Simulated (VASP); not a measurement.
# Ho2BN3 (P6/mmm) in VASP: a series of runs, part 3 of 3

VASP 6.6.1. Earlier steps stand in the parts before.

**5. Single point, PBE**

This run uses another cell than the first one.

The input, INCAR:

```
SYSTEM = Ho2BN3
PREC = Accurate ; ENCUT = 600
EDIFF = 1E-6 ; ISMEAR = 0
SIGMA = 0.1 ; LREAL = .FALSE.
LASPH = .TRUE. ; NELM = 200
ALGO = Normal ; ISIF = 2
LWAVE = .FALSE. ; LCHARG = .FALSE.
GGA = PE ; NBANDS = 27
GGA_COMPAT = .FALSE. ; LMAXMIX = 6
```

The input, KPOINTS:

```
regular mesh
0
G
  6 6 6
  0 0 0
```

The input, POSCAR:

```
Ho2BN3
1.0
    7.2057305290      0.0000000000      0.0000000000
   -3.6028652645      6.2403456909      0.0000000000
    0.0000000000      0.0000000000      6.2778497140
Ho B N
2 1 3
Direct
    0.3333333333      0.6666666667      0.0000000000
    0.6666666667      0.3333333333      0.0000000000
    0.0000000000      0.0000000000      0.0000000000
    0.5000000000      0.0000000000      0.0000000000
    0.0000000000      0.5000000000      0.0000000000
    0.5000000000      0.5000000000      0.0000000000
```

Potentials or basis: VASP PAW PBE potentials, release 64 (Ho_3, B, N), 4f in core.

Started as:

```sh
cat potpaw_PBE.64/Ho_3/POTCAR potpaw_PBE.64/B/POTCAR potpaw_PBE.64/N/POTCAR > POTCAR
mpirun -np 1 vasp_std > vasp.out
```

OUTCAR:

```text
SYSTEM = Ho2BN3
   PREC = Accurate
   ENCUT = 600
   EDIFF = 1E-6
   ISMEAR = 0
   LREAL = .FALSE.
   LASPH = .TRUE.
   NELM = 200
   ISIF = 2
   GGA = PE

 ion  position               nearest neighbor table
   1  0.333  0.667  0.000-   4 2.08   5 2.08   6 2.08
   2  0.667  0.333  0.000-   4 2.08   5 2.08   6 2.08
   3  0.000  0.000  0.000-
   4  0.500  0.000  0.000-   1 2.08   2 2.08
   5  0.000  0.500  0.000-   1 2.08   2 2.08
   6  0.500  0.500  0.000-   1 2.08   2 2.08

[... 927 lines left out ...]
  -------------------------------------------------------------------------------------
  Total        0.9356214      0.9356214     -0.0384873      0.0000000     -0.0000000      0.0000000
  in kB        5.3102279      5.3102279     -0.2184394      0.0000000     -0.0000000      0.0000000
  external PRESSURE =       3.4673388 kB  Pullay stress =       0.0000000 kB

 VOLUME and BASIS-vectors are now :
 -----------------------------------------------------------------------------
  energy-cutoff  :      600.00
  volume of cell :      282.29
      direct lattice vectors                 reciprocal lattice vectors
     7.205730529  0.000000000  0.000000000     0.138778434  0.080123766  0.000000000
    -3.602865265  6.240345691  0.000000000     0.000000000  0.160247533  0.000000000
     0.000000000  0.000000000  6.277849714     0.000000000  0.000000000  0.159290210

 POSITION                                       TOTAL-FORCE (eV/Angst)
 -----------------------------------------------------------------------------------
     -0.00000      4.16023      0.00000         0.000000      0.000000      0.000000
      3.60287      2.08012      0.00000         0.000000      0.000000     -0.000000
      0.00000      0.00000      0.00000        -0.000000      0.000000      0.000000
      3.60287      0.00000      0.00000        -0.000000      0.000000      0.000000
     -1.80143      3.12017      0.00000        -0.000000      0.000000      0.000000
      1.80143      3.12017      0.00000        -0.000000      0.000000      0.000000
 -----------------------------------------------------------------------------------
    total drift:                                0.000000      0.000000     -0.000000

  FREE ENERGIE OF THE ION-ELECTRON SYSTEM (eV)
  ---------------------------------------------------
  free  energy   TOTEN  =       -32.2190684492 eV

  energy  without entropy=      -32.1950849811  energy(sigma->0) =      -32.20707672
```

stdout:

```text
POSCAR found type information on POSCAR HoB N
 POSCAR found :  3 types and       6 ions
 scaLAPACK will be used
 LDA part: xc-table for (Slater+PW92), standard interpolation
 POSCAR, INCAR and KPOINTS ok, starting setup
 FFT: planning ... GRIDC
 FFT: planning ... GRID_SOFT
 FFT: planning ... GRID
 WAVECAR not read
 entering main loop
```

Run time: 6.3 min. Hardware: 1 thread of Intel Xeon Platinum 8259CL at 2.50GHz (Skylake/Cascade Lake), shared host; peak memory 0.59 GiB.

What came out:

| Property | Result |
| --- | --- |
| Free energy | -32.2191 eV |
| Pressure | 0.3 GPa |
| Band gap on the k mesh | zero (bands 18 and 19 overlap by 0.39 eV) |

Stress tensor (GPa, compression positive):
```
 0.53  0.00  0.00
 0.00  0.53  0.00
 0.00  0.00 -0.02
```

Levels at points of the mesh, in eV from the Fermi level:
```tsv
k point	band 15	band 16	band 17	band 18	band 19	band 20	band 21	band 22
(0.00, 0.00, 0.00)	-0.94	-0.35	0.06	0.06	0.12	0.75	1.53	1.53
(0.50, 0.00, 0.00)	-0.95	-0.78	-0.52	-0.51	0.32	0.61	0.64	1.22
(0.00, 0.00, 0.50)	-0.98	-0.52	0.07	0.07	0.12	0.67	1.53	1.53
(0.50, 0.00, 0.50)	-0.99	-0.85	-0.60	-0.51	0.32	0.53	0.65	1.23
```

Caveat: spin-orbit coupling is left out, which moves the levels of the heavy elements; the 4f electrons are frozen in the core, so they carry no moment and show no levels; the run has no spin polarisation, though such a crystal can be magnetic. With open d or f shells a metallic result of PBE can be an artefact of self-interaction; +U or a hybrid may open a gap.

**6. Single point, PBE**

This run uses another cell than the first one.

The input, INCAR:

```
SYSTEM = Ho2BN3
  PREC = Accurate
  ENCUT = 600
  EDIFF = 1E-6
  ISMEAR = 0
  SIGMA = 0.1
  LREAL = .FALSE.
  LASPH = .TRUE.
  NELM = 200
  ALGO = Normal
  ISIF = 2
  LWAVE = .FALSE.
  LCHARG = .FALSE.
  GGA = PE
  NBANDS = 27
  GGA_COMPAT = .FALSE.
  LMAXMIX = 6
```

The input, KPOINTS:

```
regular mesh
0
G
  6 6 8
  0 0 0
```

POSCAR is that of step 5.

Potentials or basis: VASP PAW PBE potentials, release 64 (Ho_3, B, N), 4f in core.

Started as:

```sh
cat potpaw_PBE.64/Ho_3/POTCAR potpaw_PBE.64/B/POTCAR potpaw_PBE.64/N/POTCAR > POTCAR
mpirun -np 1 vasp_std > vasp.out
```

It took 8.4 min on 1 thread of Intel Xeon Platinum 8259CL at 2.50GHz (Skylake/Cascade Lake), shared host; peak memory 0.64 GiB.

It converged, with:

| Quantity | Value |
| --- | --- |
| Free energy | -32.2190 eV |
| Pressure | 0.3 GPa |
| Band gap on the k mesh | zero (bands 18 and 19 overlap by 0.39 eV) |

Stress tensor (GPa, compression positive):
```
 0.51  0.00  0.00
 0.00  0.51  0.00
 0.00  0.00 -0.03
```

Levels at points of the mesh, in eV from the Fermi level:
```tsv
k point	band 16	band 17	band 18	band 19	band 20	band 21
(0.00, 0.00, 0.00)	-0.35	0.06	0.06	0.12	0.75	1.53
(0.50, 0.00, 0.00)	-0.78	-0.52	-0.51	0.32	0.61	0.64
(0.00, 0.00, 0.50)	-0.52	0.07	0.07	0.12	0.67	1.53
(0.50, 0.00, 0.50)	-0.85	-0.60	-0.51	0.32	0.53	0.65
```

Caveat: spin-orbit coupling is left out, which moves the levels of the heavy elements; the 4f electrons are frozen in the core, so they carry no moment and show no levels; the run has no spin polarisation, though such a crystal can be magnetic. Spin polarisation is off, so any magnetic state and its effect on volume and gap are missing.

**7. Relaxation of cell and atoms, PBE**

This run uses another cell than the first one.

The input, INCAR:

```
SYSTEM = Ho2BN3
  PREC = Accurate
  ENCUT = 600
  EDIFF = 1E-7
  ISMEAR = 0
  SIGMA = 0.1
  LREAL = .False.
  LASPH = .True.
  NELM = 200
  ALGO = Normal
  ISIF = 3
  LWAVE = .False.
  LCHARG = .False.
  GGA = PE
  IBRION = 2
  NSW = 100
  EDIFFG = -0.01
  GGA_COMPAT = .False.
  NELMIN = 4
  LMAXMIX = 6
```

The input, KPOINTS:

```
Automatic mesh
0
Gamma
  6 6 6
  0 0 0
```

POSCAR is that of step 6.

Started as:

```sh
cat potpaw_PBE.64/Ho_3/POTCAR potpaw_PBE.64/B/POTCAR potpaw_PBE.64/N/POTCAR > POTCAR
mpirun -np 1 vasp_std > vasp.out
```

Wall time 27 min (1 thread of AMD EPYC 7R43 (Zen 3), shared host); peak memory 0.52 GiB.

The run converged. Its results:

* Free energy: -32.2231 eV
* Relaxed cell: a = 7.238 Å, b = 7.238 Å, c = 6.276 Å, α = 90.00°, β = 90.00°, γ = 120.00°
* Space group after relaxing (to 0.1 Å): P6/mmm (No. 191)
* Energy gained by relaxing: 0.7 meV/atom
* Ionic steps: 3
* Pressure after relaxing: 0.0 GPa
* Band gap on the k mesh: zero (bands 18 and 19 overlap by 0.37 eV)

The path:
| step | energy change (eV) | largest force (eV/Å) | pressure (GPa) | volume (Å³) |
| --- | --- | --- | --- | --- |
| 1 | 0.0000 | 0.0000 | 0.34 | 282.29 |
| 2 | -0.0024 | 0.0000 | -0.22 | 286.42 |
| 3 | -0.0041 | 0.0000 | 0.00 | 284.77 |

Final structure:
```cif
data_structure
_symmetry_space_group_name_H-M 'P 1'
_symmetry_Int_Tables_number 1
_cell_length_a 7.2381
_cell_length_b 7.2381
_cell_length_c 6.2764
_cell_angle_alpha 90.000
_cell_angle_beta 90.000
_cell_angle_gamma 120.000
_cell_volume 284.77
loop_
_atom_site_label
_atom_site_type_symbol
_atom_site_fract_x
_atom_site_fract_y
_atom_site_fract_z
_atom_site_occupancy
Ho1 Ho 0.33333 0.66667 0.00000 1
Ho2 Ho 0.66667 0.33333 0.00000 1
B1 B 0.00000 0.00000 0.00000 1
N1 N 0.50000 0.00000 0.00000 1
N2 N 0.00000 0.50000 0.00000 1
N3 N 0.50000 0.50000 0.00000 1
```

Levels at points of the mesh, in eV from the Fermi level:
```csv
k point,band 14,band 15,band 16,band 17,band 18,band 19,band 20,band 21,band 22
"(0.00, 0.00, 0.00)",-0.89,-0.89,-0.32,0.05,0.05,0.14,0.75,1.51,1.51
"(0.50, 0.00, 0.00)",-1.06,-0.91,-0.74,-0.51,-0.47,0.31,0.61,0.65,1.22
"(0.00, 0.00, 0.50)",-0.93,-0.93,-0.49,0.06,0.06,0.14,0.67,1.51,1.51
"(0.50, 0.00, 0.50)",-1.06,-0.95,-0.81,-0.57,-0.51,0.31,0.54,0.65,1.22
```

Caveat: spin-orbit coupling is left out, which moves the levels of the heavy elements; the 4f electrons are frozen in the core, so they carry no moment and show no levels; the run has no spin polarisation, though such a crystal can be magnetic. With open d or f shells a metallic result of PBE can be an artefact of self-interaction; +U or a hybrid may open a gap.

**8. The runs side by side**

```csv
task,cell,k mesh,gap on the mesh (eV),pressure (GPa),relaxed volume (Å³/atom)
single point,"a = 5.367, b = 5.367, c = 4.239 Å, angles 90.0, 90.0, 120.0°, 6 atoms",6 × 6 × 4,none,152.2,-
single point,"a = 7.212, b = 7.212, c = 5.297 Å, angles 90.0, 90.0, 120.0°, 6 atoms",6 × 6 × 4,none,0.3,-
relaxation of cell and atoms,"relaxed from a = 5.367, b = 5.367, c = 4.239 Å, angles 90.0, 90.0, 120.0°, 6 atoms",6 × 6 × 4,none,0.1,33.70
single point,"a = 7.206, b = 7.206, c = 6.278 Å, angles 90.0, 90.0, 120.0°, 6 atoms",6 × 6 × 6,none,0.3,-
single point,"a = 7.206, b = 7.206, c = 6.278 Å, angles 90.0, 90.0, 120.0°, 6 atoms",6 × 6 × 8,none,0.3,-
relaxation of cell and atoms,"relaxed from a = 7.206, b = 7.206, c = 6.278 Å, angles 90.0, 90.0, 120.0°, 6 atoms",6 × 6 × 6,none,0.0,47.46
```

Alike in all rows: level PBE; potentials or basis VASP PAW PBE potentials, release 64 (Ho_3, B, N), 4f in core; no spin polarisation; cutoff (eV) 600; smearing gaussian 0.1 eV.

Caveats: some runs use coarse meshes; spin-orbit coupling is left out, which moves the levels of the heavy elements; the 4f electrons are frozen in the core, so they carry no moment and show no levels; the run has no spin polarisation, though such a crystal can be magnetic; the volume moved by over 15 % at a fixed basis, so the end points are rough (at least some runs).

Total energies depend on the potentials used, so only differences within one code and one set of settings carry meaning.
